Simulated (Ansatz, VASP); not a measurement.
# Two plane-wave programs on MgI2

```
Mg I
1.0
     4.14000    0.00000    0.00000
    -2.07000    3.58535    0.00000
     0.00000    0.00000    6.88000
Mg I
1 2
Direct
  0.00000 0.00000 0.00000
  0.33333 0.66667 0.25000
  0.66667 0.33333 0.75000
```

Alike in both runs: task single point; functional PBEsol; k mesh 3 × 3 × 2; occupations fermi-dirac, width 0.02 eV; no spin polarisation.

```csv
,VASP,Ansatz
version,VASP 6.6.1,Ansatz 0.2.0
potentials or method,"VASP PAW PBE potentials, release 64 (Mg, I), cutoff 520 eV","plane waves, PAW"
valence electrons in the cell,16,44
```

```tsv
	VASP	Ansatz	Ansatz less VASP
pressure (GPa)	-0.2	-0.2	+0.03
traceless stress, the component that is largest in VASP (GPa)	-1.13	-1.13	0.000
rms of the force components (eV/Å)	0.150	0.148	-0.0021
```

VASP's potentials were made for PBE, not for PBEsol, and Ansatz warns of the same on its side. Atom by atom the forces differ by 0.002 eV/Å (rms over components). VASP's potentials hold 16 valence electrons a cell and Ansatz's 44, so a difference there can come from the potentials and not from the codes.

The k mesh is coarse, so the values compare programs but aren't converged. Spin-orbit coupling is off throughout.
